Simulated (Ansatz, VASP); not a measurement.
One calculation of HfO2, two programs

INCAR

```
  ALGO = Normal
  EDIFF = 1E-7
  ENCUT = 520
  GGA = PS
  GGA_COMPAT = F
  ISIF = 2
  ISMEAR = -1
  LASPH = T
  LCHARG = F
  LMAXMIX = 4
  LORBIT = 11
  LORBMOM = T
  LREAL = F
  LSORBIT = T
  LWAVE = F
  MAGMOM = 0 0 0 0 0 0 0 0 0
  NBANDS = 35
  NELM = 150
  PREC = Accurate
  SIGMA = 0.05
```

File KPOINTS:

```
k-points
0
Gamma
  9 9 9
```

Contents of POSCAR:

```
HfO2
1.0
    0.0000000000      2.5744375797      2.5744375797
    2.5744375797      0.0000000000      2.5744375797
    2.5744375797      2.5744375797      0.0000000000
Hf O
1 2
Direct
    0.0000000000      0.0000000000      0.0000000000
    0.7500000000      0.7500000000      0.7500000000
    0.2500000000      0.2500000000      0.2500000000
```

The input input.yaml:

```yaml
crystal:
  lattice:
    - [0.0, 2.5744375797, 2.5744375797]
    - [2.5744375797, 0.0, 2.5744375797]
    - [2.5744375797, 2.5744375797, 0.0]
  atoms:
    - { symbol: Hf, position: [0.0, 0.0, 0.0] }
    - { symbol: O, position: [0.75, 0.75, 0.75] }
    - { symbol: O, position: [0.25, 0.25, 0.25] }
hamiltonian:
  xc: pbesol
  pseudopotentials: { kind: paw_fr }
magnetization:
  noncollinear: true
  spin_orbit: true
kpoints:
  mp_grid: { grid: [9, 9, 9] }
scf:
  occupations: { method: fermi_dirac, width: 0.05 }
output:
  forces: true
  stress: true
  eigenvalues: true
  write_density: true
  write_potential: true
  elf: true
  volumetric_format: npy
```

Alike in both runs: task single point; functional PBEsol; k mesh 9 × 9 × 9; occupations fermi-dirac, width 0.05 eV; non-collinear spin, spin-orbit coupling.

|  | VASP | Ansatz |
| --- | --- | --- |
| version | VASP 6.6.1 | Ansatz 0.2.0 |
| potentials or method | VASP PAW PBE potentials, release 64 (Hf_pv, O) | Ansatz PAW |
| plane-wave cutoff (eV) | 520 | 420 |
| valence electrons in the cell | 22 | 38 |

|  | VASP | Ansatz | Ansatz less VASP |
| --- | --- | --- | --- |
| pressure (GPa) | -17.5 | -14.6 | +2.90 |
| net moment per atom (μB) | 0.00 | 0.00 | 0.000 |

VASP's potentials were made for PBE, not for PBEsol. VASP's potentials hold 22 valence electrons a cell and Ansatz's 38, so a difference there can come from the potentials and not from the codes.

Noted on Ansatz's run: odd divisions of the mesh miss points on the zone boundary, where band edges often lie, so the gap on the mesh can be too wide.
